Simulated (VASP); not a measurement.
# Ta (Im-3m) in VASP: single point with PBEsol

Aim: the single point of Ta with PBEsol.

All numbers are computed with VASP 6.6.1; they aren't measurements. Logs are shortened: lines on timing, memory, paths and dates and some standing lists are left out, and cuts for length are marked.

## (1) The cell of the first run

It takes space group Im-3m (No. 229, cubic). Conventional cell: a = 3.280 Å, b = 3.280 Å, c = 3.280 Å, α = 90.00°, β = 90.00°, γ = 90.00°. Ta (site symmetry m-3m) has 14 Ta at 2.84 to 3.28 Å within 3.7 Å.

## (2) Single point, PBEsol

Input file INCAR:

```
  PREC = Accurate
  ENCUT = 500
  EDIFF = 1E-6
  ISMEAR = 0
  SIGMA = 0.1
  LREAL = False
  LASPH = True
  NELM = 120
  ALGO = Normal
  ISIF = 2
  LWAVE = False
  LCHARG = False
  GGA = PS
  NBANDS = 12
  GGA_COMPAT = False
```

Input file KPOINTS:

```
Automatic mesh
0
Gamma
  6 6 6
```

Input file POSCAR:

```
Ta
1.0
   -1.6402040226      1.6402040226      1.6402040226
    1.6402040226     -1.6402040226      1.6402040226
    1.6402040226      1.6402040226     -1.6402040226
Ta
1
Direct
    0.0000000000      0.0000000000      0.0000000000
```

Potentials or basis: VASP PAW PBE potentials, release 64 (Ta_pv).

Run with:

```bash
> cat potpaw_PBE.64/Ta_pv/POTCAR > POTCAR
> mpirun -np 1 vasp_std > vasp.out
```

OUTCAR:

```text
PREC = Accurate
   ENCUT = 500
   EDIFF = 1E-6
   ISMEAR = 0
   LREAL = False
   LASPH = True
   NELM = 120
   ISIF = 2
   GGA = PS

 ion  position               nearest neighbor table
   1  0.000  0.000  0.000-

  LATTYP: Found a body centered cubic cell.
 ALAT       =     3.2804080452

  Lattice vectors:

 A1 = (  -1.6402040226,   1.6402040226,   1.6402040226)
 A2 = (   1.6402040226,  -1.6402040226,   1.6402040226)
 A3 = (   1.6402040226,   1.6402040226,  -1.6402040226)

Analysis of symmetry for initial positions (statically):
=====================================================================
 Subroutine PRICEL returns:
 Original cell was already a primitive cell.

 Routine SETGRP: Setting up the symmetry group for a
 body centered cubic supercell.

 Subroutine GETGRP returns: Found 48 space group operations
 (whereof 48 operations were pure point group operations)
 out of a pool of 48 trial point group operations.

The static configuration has the point symmetry O_h .

Analysis of symmetry for dynamics (positions and initial velocities):
=====================================================================
 Subroutine PRICEL returns:
 Original cell was already a primitive cell.

 Routine SETGRP: Setting up the symmetry group for a
 body centered cubic supercell.

 Subroutine GETGRP returns: Found 48 space group operations
 (whereof 48 operations were pure point group operations)
 out of a pool of 48 trial point group operations.

The dynamic configuration has the point symmetry O_h .

 Subroutine INISYM returns: Found 48 space group operations
 (whereof 48 operations are pure point group operations),
 and found     1 'primitive' translations

----------------------------------------------------------------------------------------

                                     Primitive cell

  volume of cell :      17.6504

  direct lattice vectors                    reciprocal lattice vectors
    -1.640204023  1.640204023  1.640204023     0.000000000  0.304840125  0.304840125
     1.640204023 -1.640204023  1.640204023     0.304840125  0.000000000  0.304840125
     1.640204023  1.640204023 -1.640204023     0.304840125  0.304840125  0.000000000

  length of vectors
     2.840916702  2.840916702  2.840916702     0.431109040  0.431109040  0.431109040

  position of ions in fractional coordinates (direct lattice)
     0.000000000  0.000000000  0.000000000

  ion indices of the primitive-cell ions
   primitive index   ion index
                 1           1

----------------------------------------------------------------------------------------

 KPOINTS: Automatic mesh

Automatic generation of k-mesh.
 Grid dimensions read from file:
 generate k-points for:    6    6    6

 Generating k-lattice:

  Cartesian coordinates                     Fractional coordinates (reciprocal lattice)
     0.000000000  0.050806688  0.050806688     0.166666667  0.000000000  0.000000000
     0.050806688  0.000000000  0.050806688     0.000000000  0.166666667  0.000000000
     0.050806688  0.050806688  0.000000000     0.000000000  0.000000000  0.166666667

  Length of vectors
     0.071851507  0.071851507  0.071851507

  Shift w.r.t. Gamma in fractional coordinates (k-lattice)
     0.000000000  0.000000000  0.000000000

 Subroutine IBZKPT returns following result:
 ===========================================

 Found     16 irreducible k-points:

 Following reciprocal coordinates:
            Coordinates               Weight
  0.000000  0.000000  0.000000      1.000000
  0.166667  0.000000  0.000000     12.000000
  0.333333  0.000000  0.000000     12.000000
  0.500000  0.000000  0.000000      6.000000
  0.166667  0.166667  0.000000     24.000000
  0.333333  0.166667  0.000000     48.000000
[... 8 lines left out ...]
  0.500000  0.500000  0.333333     12.000000
  0.500000  0.500000  0.500000      1.000000
   k-points           NKPTS =     16   k-points in BZ     NKDIM =     16   number of bands    NBANDS=     12
   number of dos      NEDOS =    301   number of ions     NIONS =      1
   total plane-waves  NPLWV =  13824
   dimension x,y,z NGX =    24 NGY =   24 NGZ =   24
   dimension x,y,z NGXF=    48 NGYF=   48 NGZF=   48
   ions per type =               1
   NGX,Y,Z   is equivalent  to a cutoff of  14.04, 14.04, 14.04 a.u.
   NGXF,Y,Z  is equivalent  to a cutoff of  28.09, 28.09, 28.09 a.u.
 SYSTEM =  unknown system
   PREC   = accura    normal or accurate (medium, high low for compatibility)
   ISTART =      0    job   : 0-new  1-cont  2-samecut
   ICHARG =      2    charge: 1-file 2-atom 10-const
   ISPIN  =      1    spin polarized calculation?
   LNONCOLLINEAR =      F non collinear calculations
   LSORBIT =      F    spin-orbit coupling
   LASPH  =      T    aspherical Exc in radial PAW
   ENCUT  =  500.0 eV  36.75 Ry    6.06 a.u.   5.18  5.18  5.18*2*pi/ulx,y,z
   NELM   =    120;   NELMIN=  2; NELMDL= -5     # of ELM steps
   EDIFF  = 0.1E-05   stopping-criterion for ELM
   LREAL  =      F    real-space projection
   EDIFFG = 0.1E-04   stopping-criterion for IOM
   NSW    =      0    number of steps for IOM
   IBRION =     -1    ionic relax: 0-MD 1-quasi-New 2-CG
   NFREE  =      0    steps in history (QN), initial steepest desc. (CG)
   ISIF   =      2    stress and relaxation
   ISYM   =      2    0-nonsym 1-usesym 2-fastsym
   POTIM  = 0.5000    time-step for ionic-motion
   TEBEG  =    0.0;   TEEND  =   0.0 temperature during run
   PSTRESS=    0.0 pullay stress
   NELECT =      11.0000    total number of electrons
   NUPDOWN=      -1.0000    fix difference up-down
   EMIN   =  10.00;   EMAX   =-10.00  energy-range for DOS
   EFERMI =   0.00;   METHOD = LEGACY
   ISMEAR =     0;   SIGMA  =   0.10  broadening in eV -4-tet -1-fermi 0-gaus
   EFERMI_NEDOS =   21; number of points for ismear=-14 and -15
   IALGO  =     38    algorithm
   IMIX   =      4    mixing-type and parameters
     AMIX     =   0.40;   BMIX     =  1.00
     AMIX_MAG =   1.60;   BMIX_MAG =  1.00
  volume/ion in A,a.u.               =      17.65       119.11
  Fermi-wavevector in a.u.,A,eV,Ry     =   1.398367  2.642531 26.605247  1.955430
  Thomas-Fermi vector in A             =   2.521532
   LORBIT       =      0    0 simple, 1 ext, 2 COOP (PROOUT), +10 PAW based schemes
   GGA     = PS    functional components
   LHFCALC =     F    Hartree Fock is set to
   AEXX    =    0.0000 exact exchange contribution
   IVDW    =     0    specifies the selected vdW correction
   LEPSILON=     F    determine dielectric tensor
   LRPA    =     F    only Hartree local field effects (RPA)
 non-spin polarized calculation
 Gauss-broadening in eV      SIGMA  =   0.10
  energy-cutoff  :      500.00
  volume of cell :       17.65
 maximum number of plane-waves:       468
 NGX is ok and might be reduce to    24
   NGX = 11   NGY = 11   NGZ = 11

 number of electron      11.0000002 magnetization

 Free energy of the ion-electron system (eV)
  ---------------------------------------------------
  ext. energy  EPLUGINS =         0.00000000
  ---------------------------------------------------
  free energy    TOTEN  =       -12.46948496 eV

  energy without entropy =      -12.44660771  energy(sigma->0) =      -12.45804633

 E-fermi :   5.4700     XC(G=0): -12.8343

 val. band max:        5.4644364513   @ k =   0.3333   0.1667   0.0000
 cond. band min:       5.4864158930   @ k =   0.1667   0.0000   0.0000
 fundamental gap:      0.0219794417
 Fermi energy:         5.4700338542

 k-point     1 :       0.0000    0.0000    0.0000
  band No.  band energies     occupation
      1     -27.4691      2.00000
      2     -27.4691      2.00000
      3     -27.4691      2.00000
      4      -2.5210      2.00000
      5       6.1994      0.00000
      6       6.1994      0.00000
      7       6.1994      0.00000
      8       9.5433      0.00000
      9       9.5433      0.00000
     10      20.6230      0.00000
     11      20.6230      0.00000
     12      20.6230      0.00000

 k-point     2 :       0.1667    0.0000    0.0000
  band No.  band energies     occupation
      1     -27.8068      2.00000
      2     -27.5735      2.00000
      3     -27.4711      2.00000
      4      -1.3336      2.00000
      5       5.4864      0.81679
      6       5.8196      0.00000
      7       7.4274      0.00000
      8       8.8467      0.00000
      9       9.5862      0.00000
     10      20.2008      0.00000
     11      21.3792      0.00000
     12      22.7220      0.00000

 k-point     3 :       0.3333    0.0000    0.0000
  band No.  band energies     occupation
      1     -28.4354      2.00000
      2     -27.7767      2.00000
      3     -27.4755      2.00000
      4       0.7082      2.00000
      5       4.3450      2.00000
      6       5.5071      0.59987
      7       9.3154      0.00000
      8      10.0130      0.00000
      9      10.7075      0.00000
     10      19.3590      0.00000
     11      20.0653      0.00000
     12      20.4420      0.00000
[... 166 lines left out ...]
 k-point    15 :       0.5000    0.5000    0.3333
  band No.  band energies     occupation
      1     -28.4441      2.00000
      2     -28.2317      2.00000
      3     -28.1395      2.00000
      4       2.1832      2.00000
      5       2.4629      2.00000
      6       8.5498      0.00000
      7       8.5636      0.00000
      8      12.7206      0.00000
      9      14.1568      0.00000
     10      16.0916      0.00000
     11      18.0487      0.00000
     12      20.2010      0.00000

 k-point    16 :       0.5000    0.5000    0.5000
  band No.  band energies     occupation
      1     -28.3454      2.00000
      2     -28.3454      2.00000
      3     -28.3454      2.00000
      4       1.5498      2.00000
      5       1.5498      2.00000
      6      12.4873      0.00000
      7      12.4873      0.00000
      8      12.4873      0.00000
      9      14.3327      0.00000
     10      14.3327      0.00000
     11      14.3327      0.00000
     12      20.1296      0.00000

------------------------ aborting loop because EDIFF is reached ----------------------------------------

  FORCE on cell =-STRESS in cart. coord.  units (eV):
  Direction    XX          YY          ZZ          XY          YZ          ZX
  --------------------------------------------------------------------------------------
  -------------------------------------------------------------------------------------
  Total        0.2245221      0.2245221      0.2245221     -0.0000000      0.0000000     -0.0000000
  in kB       20.3805622     20.3805622     20.3805622     -0.0000000      0.0000000     -0.0000000
  external PRESSURE =      20.3805622 kB  Pullay stress =       0.0000000 kB

 VOLUME and BASIS-vectors are now :
 -----------------------------------------------------------------------------
  energy-cutoff  :      500.00
  volume of cell :       17.65
      direct lattice vectors                 reciprocal lattice vectors
    -1.640204023  1.640204023  1.640204023     0.000000000  0.304840125  0.304840125
     1.640204023 -1.640204023  1.640204023     0.304840125  0.000000000  0.304840125
     1.640204023  1.640204023 -1.640204023     0.304840125  0.304840125  0.000000000

 POSITION                                       TOTAL-FORCE (eV/Angst)
 -----------------------------------------------------------------------------------
      0.00000      0.00000      0.00000         0.000000      0.000000      0.000000
 -----------------------------------------------------------------------------------
    total drift:                                0.000000     -0.000000     -0.000000

  FREE ENERGIE OF THE ION-ELECTRON SYSTEM (eV)
  ---------------------------------------------------
  free  energy   TOTEN  =       -12.4694849607 eV

  energy  without entropy=      -12.4466077071  energy(sigma->0) =      -12.45804633
```

Run time: 8.5 s. Hardware: 1 thread of AMD EPYC 7R13, shared host; peak memory 0.11 GiB.

Results:

| Property | Result |
| --- | --- |
| Free energy | -12.4695 eV |
| Pressure | 2.0 GPa |

Caveat: the k points lie up to 0.45 Å⁻¹ apart; the PAW data sets were made with another functional, which shifts forces and pressure a little; spin-orbit coupling is left out, which moves the levels of the heavy elements.
